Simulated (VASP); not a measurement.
# GePt (Pnma) in VASP: notebook, part 2 of 2

VASP 6.6.1.

## 3. Single point, PBEsol

This run uses another cell than the first one, of 16.18 Å³/atom.

INCAR reads:

```
ALGO = Normal
EDIFF = 1E-6
ENCUT = 500
GGA = PS
GGA_COMPAT = False
ISIF = 2
ISMEAR = 0
LASPH = True
LCHARG = True
LELF = True
LREAL = False
LVHAR = True
LWAVE = False
NBANDS = 58
NELM = 120
PREC = Accurate
SIGMA = 0.1
```

KPOINTS reads:

```
k-points
0
Gamma
  6 10 6
```

POSCAR reads:

```
GePt
1.0
    5.7419697525      0.0000000000      0.0000000000
    0.0000000000      3.7002236200      0.0000000000
    0.0000000000      0.0000000000      6.0911135370
Pt Ge
4 4
Direct
    0.9989225650      0.7500000000      0.1912462284
    0.0010774350      0.2500000000      0.8087537716
    0.5010774350      0.2500000000      0.6912462284
    0.4989225650      0.7500000000      0.3087537716
    0.8150612844      0.7500000000      0.5879970290
    0.1849387156      0.2500000000      0.4120029710
    0.6849387156      0.2500000000      0.0879970290
    0.3150612844      0.7500000000      0.9120029710
```

Potentials or basis: VASP PAW PBE potentials, release 64 (Pt, Ge_d).

Run with:

```console
cat potpaw_PBE.64/Pt/POTCAR potpaw_PBE.64/Ge_d/POTCAR > POTCAR
mpirun -np 1 vasp_std > vasp.out
```

OUTCAR:

```text
EDIFF = 1E-6
   ENCUT = 500
   GGA = PS
   ISIF = 2
   ISMEAR = 0
   LASPH = True
   LREAL = False
   NELM = 120
   PREC = Accurate

 ion  position               nearest neighbor table
   1  0.999  0.750  0.191-   8 2.49   6 2.52   6 2.52   5 2.64   7 2.66   7 2.66   4 2.96   4 2.96
                             2 2.98   2 2.98
   2  0.001  0.250  0.809-   7 2.49   5 2.52   5 2.52   6 2.64   8 2.66   8 2.66   3 2.96   3 2.96
                             1 2.98   1 2.98
   3  0.501  0.250  0.691-   6 2.49   8 2.52   8 2.52   7 2.64   5 2.66   5 2.66   2 2.96   2 2.96
                             4 2.98   4 2.98
   4  0.499  0.750  0.309-   5 2.49   7 2.52   7 2.52   8 2.64   6 2.66   6 2.66   1 2.96   1 2.96
                             3 2.98   3 2.98
   5  0.815  0.750  0.588-   4 2.49   2 2.52   2 2.52   1 2.64   3 2.66   3 2.66
   6  0.185  0.250  0.412-   3 2.49   1 2.52   1 2.52   2 2.64   4 2.66   4 2.66
   7  0.685  0.250  0.088-   2 2.49   4 2.52   4 2.52   3 2.64   1 2.66   1 2.66
   8  0.315  0.750  0.912-   1 2.49   3 2.52   3 2.52   4 2.64   2 2.66   2 2.66

  LATTYP: Found a simple orthorhombic cell.
 ALAT       =     3.7002236200
 B/A-ratio  =     1.5517899301
 C/A-ratio  =     1.6461474123

  Lattice vectors:

 A1 = (   0.0000000000,  -3.7002236200,   0.0000000000)
 A2 = (   5.7419697525,   0.0000000000,   0.0000000000)
 A3 = (   0.0000000000,   0.0000000000,   6.0911135370)

Analysis of symmetry for initial positions (statically):
=====================================================================
 Subroutine PRICEL returns:
 Original cell was already a primitive cell.

 Routine SETGRP: Setting up the symmetry group for a
 simple orthorhombic supercell.

 Subroutine GETGRP returns: Found  8 space group operations
 (whereof  2 operations were pure point group operations)
 out of a pool of  8 trial point group operations.

The static configuration has the point symmetry S_2 .
 The point group associated with its full space group is D_2h.

Analysis of symmetry for dynamics (positions and initial velocities):
=====================================================================
 Subroutine PRICEL returns:
 Original cell was already a primitive cell.

 Routine SETGRP: Setting up the symmetry group for a
 simple orthorhombic supercell.

 Subroutine GETGRP returns: Found  8 space group operations
 (whereof  2 operations were pure point group operations)
 out of a pool of  8 trial point group operations.

The dynamic configuration has the point symmetry S_2 .
 The point group associated with its full space group is D_2h.

 Subroutine INISYM returns: Found  8 space group operations
 (whereof  2 operations are pure point group operations),
 and found     1 'primitive' translations

----------------------------------------------------------------------------------------

                                     Primitive cell

  volume of cell :     129.4153

  direct lattice vectors                    reciprocal lattice vectors
     5.741969753  0.000000000  0.000000000     0.174156264  0.000000000  0.000000000
     0.000000000  3.700223620  0.000000000     0.000000000  0.270253937  0.000000000
     0.000000000  0.000000000  6.091113537     0.000000000  0.000000000  0.164173594

  length of vectors
     5.741969753  3.700223620  6.091113537     0.174156264  0.270253937  0.164173594

[... 51 lines left out ...]
  0.333333  0.000000  0.000000      2.000000
  0.500000  0.000000  0.000000      1.000000
  0.000000  0.100000  0.000000      2.000000
  0.166667  0.100000  0.000000      4.000000
[... 16 lines left out ...]
  0.333333  0.500000  0.000000      2.000000
  0.500000  0.500000  0.000000      1.000000
 [... further k-points ...]
   k-points           NKPTS =     96   k-points in BZ     NKDIM =     96   number of bands    NBANDS=     58
   number of dos      NEDOS =    301   number of ions     NIONS =      8
   total plane-waves  NPLWV =  56448
   dimension x,y,z NGX =    42 NGY =   28 NGZ =   48
   dimension x,y,z NGXF=    84 NGYF=   56 NGZF=   96
   ions per type =               4   4
   NGX,Y,Z   is equivalent  to a cutoff of  12.16, 12.58, 13.10 a.u.
   NGXF,Y,Z  is equivalent  to a cutoff of  24.32, 25.16, 26.20 a.u.
 SYSTEM =  unknown system
   PREC   = accura    normal or accurate (medium, high low for compatibility)
   ISTART =      0    job   : 0-new  1-cont  2-samecut
   ICHARG =      2    charge: 1-file 2-atom 10-const
   ISPIN  =      1    spin polarized calculation?
   LNONCOLLINEAR =      F non collinear calculations
   LSORBIT =      F    spin-orbit coupling
   LASPH  =      T    aspherical Exc in radial PAW
   ENCUT  =  500.0 eV  36.75 Ry    6.06 a.u.  10.47  6.75 11.11*2*pi/ulx,y,z
   NELM   =    120;   NELMIN=  2; NELMDL= -5     # of ELM steps
   EDIFF  = 0.1E-05   stopping-criterion for ELM
   LREAL  =      F    real-space projection
   EDIFFG = 0.1E-04   stopping-criterion for IOM
   NSW    =      0    number of steps for IOM
   IBRION =     -1    ionic relax: 0-MD 1-quasi-New 2-CG
   NFREE  =      0    steps in history (QN), initial steepest desc. (CG)
   ISIF   =      2    stress and relaxation
   ISYM   =      2    0-nonsym 1-usesym 2-fastsym
   POTIM  = 0.5000    time-step for ionic-motion
   TEBEG  =    0.0;   TEEND  =   0.0 temperature during run
   PSTRESS=    0.0 pullay stress
   NELECT =      96.0000    total number of electrons
   NUPDOWN=      -1.0000    fix difference up-down
   EMIN   =  10.00;   EMAX   =-10.00  energy-range for DOS
   EFERMI =   0.00;   METHOD = LEGACY
   ISMEAR =     0;   SIGMA  =   0.10  broadening in eV -4-tet -1-fermi 0-gaus
   EFERMI_NEDOS =   21; number of points for ismear=-14 and -15
   IALGO  =     38    algorithm
   IMIX   =      4    mixing-type and parameters
     AMIX     =   0.40;   BMIX     =  1.00
     AMIX_MAG =   1.60;   BMIX_MAG =  1.00
  volume/ion in A,a.u.               =      16.18       109.17
  Fermi-wavevector in a.u.,A,eV,Ry     =   1.481961  2.800500 29.881222  2.196208
  Thomas-Fermi vector in A             =   2.595806
   LORBIT       =      0    0 simple, 1 ext, 2 COOP (PROOUT), +10 PAW based schemes
   GGA     = PS    functional components
   LHFCALC =     F    Hartree Fock is set to
   AEXX    =    0.0000 exact exchange contribution
   IVDW    =     0    specifies the selected vdW correction
   LEPSILON=     F    determine dielectric tensor
   LRPA    =     F    only Hartree local field effects (RPA)
 non-spin polarized calculation
 Gauss-broadening in eV      SIGMA  =   0.10
  energy-cutoff  :      500.00
  volume of cell :      129.42
 maximum number of plane-waves:      3308
 NGX is ok and might be reduce to    42
   NGX = 21   NGY = 13   NGZ = 23

 number of electron      96.0000054 magnetization

 Free energy of the ion-electron system (eV)
  ---------------------------------------------------
  ext. energy  EPLUGINS =         0.00000000
  ---------------------------------------------------
  free energy    TOTEN  =       -51.64065558 eV

  energy without entropy =      -51.62940976  energy(sigma->0) =      -51.63503267

 E-fermi :   9.6138     XC(G=0): -12.6073

 val. band max:        9.6105945602   @ k =   0.1667   0.5000   0.0000
 cond. band min:       9.6149948103   @ k =   0.0000   0.0000   0.3333
 fundamental gap:      0.0044002501
 Fermi energy:         9.6137838662

 k-point     1 :       0.0000    0.0000    0.0000
  band No.  band energies     occupation
      1     -15.5063      2.00000
      2     -15.4985      2.00000
      3     -15.4965      2.00000
      4     -15.4935      2.00000
      5     -15.4814      2.00000
      6     -15.4674      2.00000
[... 1453 lines left out ...]
     57      15.9561      0.00000
     58      15.9561      0.00000

 [... further k-points ...]
[... 5 lines left out ...]
  --------------------------------------------------------------------------------------
  -------------------------------------------------------------------------------------
  Total       -0.0742713     -0.0567105     -0.0636872     -0.0000000      0.0000000      0.0000000
  in kB       -0.9194883     -0.7020835     -0.7884558     -0.0000000      0.0000000      0.0000000
  external PRESSURE =      -0.8033425 kB  Pullay stress =       0.0000000 kB

 VOLUME and BASIS-vectors are now :
 -----------------------------------------------------------------------------
  energy-cutoff  :      500.00
  volume of cell :      129.42
      direct lattice vectors                 reciprocal lattice vectors
     5.741969753  0.000000000  0.000000000     0.174156264  0.000000000  0.000000000
     0.000000000  3.700223620  0.000000000     0.000000000  0.270253937  0.000000000
     0.000000000  0.000000000  6.091113537     0.000000000  0.000000000  0.164173594

 POSITION                                       TOTAL-FORCE (eV/Angst)
 -----------------------------------------------------------------------------------
      5.73578      2.77517      1.16490         0.006417     -0.000000     -0.002378
      0.00619      0.92506      4.92621        -0.006417     -0.000000      0.002378
      2.87717      0.92506      4.21046        -0.006417     -0.000000     -0.002378
      2.86480      2.77517      1.88065         0.006417     -0.000000      0.002378
      4.68006      2.77517      3.58156         0.001420      0.000000      0.002995
      1.06191      0.92506      2.50956        -0.001420      0.000000     -0.002995
      3.93290      0.92506      0.53600        -0.001420      0.000000      0.002995
      1.80907      2.77517      5.55511         0.001420     -0.000000     -0.002995
 -----------------------------------------------------------------------------------
    total drift:                                0.000000     -0.000000     -0.000000

  FREE ENERGIE OF THE ION-ELECTRON SYSTEM (eV)
  ---------------------------------------------------
  free  energy   TOTEN  =       -51.6406555802 eV

  energy  without entropy=      -51.6294097641  energy(sigma->0) =      -51.63503267
```

It took 5 min on 1 thread of Intel Xeon 6975P-C (Granite Rapids), shared host; peak memory 0.59 GiB.

Results:

```yaml
Free_energy: -51.6407 eV
Pressure: -0.1 GPa
Largest_force: 0.007 eV/Å
Band_gap_on_the_k_mesh: zero (bands 48 and 49 overlap by 1.37 eV)
```

Forces in eV/Å, atoms in the order of the input:
```
Pt   0.006  0.000 -0.002
Pt  -0.006  0.000  0.002
Pt  -0.006  0.000 -0.002
Pt   0.006  0.000  0.002
Ge   0.001  0.000  0.003
Ge  -0.001  0.000 -0.003
Ge  -0.001  0.000  0.003
Ge   0.001  0.000 -0.003
```

Levels at points of the mesh, in eV from the Fermi level:
| k point | band 46 | band 47 | band 48 | band 49 | band 50 | band 51 |
| --- | --- | --- | --- | --- | --- | --- |
| (0.00, 0.00, 0.00) | -1.52 | -1.44 | -1.00 | 0.61 | 0.90 | 2.99 |
| (0.50, 0.00, 0.00) | -2.49 | -0.02 | -0.02 | 1.28 | 1.28 | 2.24 |
| (0.00, 0.50, 0.00) | -2.57 | -1.64 | -1.64 | -0.18 | -0.18 | 2.02 |
| (0.50, 0.50, 0.00) | -1.93 | -1.93 | -1.93 | 0.62 | 0.62 | 0.62 |
| (0.00, 0.00, 0.50) | -1.90 | -0.02 | -0.02 | 1.05 | 1.05 | 1.89 |
| (0.50, 0.00, 0.50) | -1.41 | 0.68 | 0.68 | 1.77 | 1.77 | 2.63 |
| (0.00, 0.50, 0.50) | -2.54 | -2.18 | -2.18 | 0.46 | 0.46 | 1.08 |
| (0.50, 0.50, 0.50) | -2.49 | -2.49 | -2.49 | 2.45 | 2.45 | 2.45 |

Caveat: the PAW data sets were made with another functional, which shifts forces and pressure a little; spin-orbit coupling is left out, which moves the levels of the heavy elements.
